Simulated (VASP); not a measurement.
Input of a VASP 6.6.1 run:

POSCAR

```
AlN
1.0
    0.0000000000      2.0345180000      2.1871068500
    2.0345180000      0.0000000000      2.1871068500
    2.0345180000      2.0345180000      0.0000000000
Al N
1 1
Direct
    0.5000000000      0.5000000000      0.5000000000
    0.0000000000      0.0000000000      0.0000000000
```

Contents of INCAR.step1:

```
ALGO = Normal
EDIFF = 1E-4
ENCUT = 520
GGA = PE
ISMEAR = 0
LASPH = True
LCHARG = False
LREAL = False
LWAVE = True
NBANDS = 11
NELM = 60
PREC = Accurate
SIGMA = 0.05
```

INCAR.step2

```
ALGO = Normal
EDIFF = 1E-6
ENCUT = 520
ISIF = 2
ISMEAR = 0
ISTART = 1
LASPH = True
LCHARG = True
LELF = True
LMIXTAU = True
LREAL = False
LVHAR = True
LWAVE = False
METAGGA = R2SCAN
NBANDS = 11
NELM = 60
PREC = Accurate
SIGMA = 0.05
```

KPOINTS

```
k-points
0
Gamma
  10 10 10
```

Potentials or basis: VASP PAW PBE potentials, release 64 (Al, N).

Launch:

```console
$ cat potpaw_PBE.64/Al/POTCAR potpaw_PBE.64/N/POTCAR > POTCAR
$ cp INCAR.step1 INCAR
$ mpirun -np 1 vasp_std > vasp.out
$ cp INCAR.step2 INCAR
$ mpirun -np 1 vasp_std > vasp.out
```

(1) Estimate the pressure.

(2) What does it give for the band gap on the k mesh?

Answers

(1) -20.5 GPa.

(2) 4.15 eV, indirect (least direct gap 4.84 eV).

Caveat: the cell differs from its parent crystal (strain +0.0750 x Voigt [0, 0, 1, 0, 0, 0]); the PAW data sets were made with another functional, which shifts forces and pressure a little.
